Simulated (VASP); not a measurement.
A run of VASP 6.6.1:

The input POSCAR:

```
Mo3C2
1.0
    3.0441094900      0.0000000000      0.0000000000
   -1.5220547400      2.6362761500      0.0000000000
    0.0000000000      0.0000000000      7.3579400000
Mo C
3 2
Direct
    0.3333333300      0.6666666700      0.1614570000
    0.6666666700      0.3333333300      0.8385430000
    0.0000000000      0.0000000000      0.5000000000
    0.3333333300      0.6666666700      0.6808350000
    0.6666666700      0.3333333300      0.3191650000
```

INCAR.step1

```
PREC = Accurate
ENCUT = 520
EDIFF = 1E-6
ISMEAR = 1
SIGMA = 0.3
LREAL = False
LASPH = True
NELM = 100
ALGO = Normal
ISIF = 2
LWAVE = False
LCHARG = True
LMAXMIX = 4
NBANDS = 33
ISYM = 0
```

Contents of KPOINTS.step1:

```
Automatic mesh
0
Gamma
  11 11 4
  0.5 0.5 0.5
```

The input INCAR.step2:

```
PREC = Accurate
ENCUT = 520
EDIFF = 1E-6
ISMEAR = -5
SIGMA = 0.3
LREAL = False
LASPH = True
NELM = 100
ALGO = Normal
ISIF = 2
LWAVE = False
LCHARG = False
LMAXMIX = 4
LORBIT = 11
NEDOS = 1001
ICHARG = 11
ISYM = 0
```

The input KPOINTS.step2:

```
Automatic mesh
0
Gamma
  17 17 6
```

Potentials or basis: VASP PAW LDA potentials, release 64 (Mo_sv, C).

Launch:

```sh
$ cat potpaw_LDA.64/Mo_sv/POTCAR potpaw_LDA.64/C/POTCAR > POTCAR
$ cp INCAR.step1 INCAR
$ cp KPOINTS.step1 KPOINTS
$ mpirun -np 1 vasp_std > vasp.out
$ cp INCAR.step2 INCAR
$ cp KPOINTS.step2 KPOINTS
$ mpirun -np 1 vasp_std > vasp.out
```

Hardware: 1 thread of Intel(R) Xeon(R) Platinum 8488C (Sapphire Rapids) (shared host).

**Question.** How long does it take, and how much memory?

**Answer.** Run time: 20 min on 1 thread of Intel(R) Xeon(R) Platinum 8488C (Sapphire Rapids) (shared host), peak memory 1.1 GiB. Counts: k points 868.
